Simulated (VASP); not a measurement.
## WC (dq5): single point with LDA

Crystal: WC (dq5).

```
W C
1.0
     2.88428    0.00000    0.00000
    -1.44214    2.49786    0.00000
     0.00000    0.00000    2.81210
W C
1 1
Cartesian
  0.0000 0.0000 0.0000
  1.4421 0.8326 1.4061
```

```yaml
Program: VASP 6.6.1
Task: single point
Functional: LDA
Potentials_or_basis: VASP PAW LDA potentials, release 64 (W_sv, C)
Cutoff: 520 eV
k_mesh: 15 × 15 × 12
Occupations: gaussian, width 0.1 eV
Spin: no spin polarisation
```

The pressure is 2.6 GPa. The band gap on the k mesh is zero (band 9 reaches 11.94 eV, above the bottom of band 10 at 10.69 eV).

Stress tensor (GPa, compression positive):
```
2.41 0.00 0.00
0.00 2.41 0.00
0.00 0.00 2.91
```

Levels at points of the mesh, in eV from the Fermi level:
```csv
k point,band 7,band 8,band 9,band 10,band 11,band 12
"(0.00, 0.00, 0.00)",-3.41,-3.41,0.17,3.34,3.34,5.78
"(0.00, 0.00, 0.50)",-2.06,-2.06,-0.61,-0.61,3.81,4.59
```

It took 36 s on 1 thread of Intel(R) Xeon(R) 6975P-C (Granite Rapids) (shared host), peak memory 0.17 GiB.

Caveat: spin-orbit coupling is left out, which moves the levels of the heavy elements.
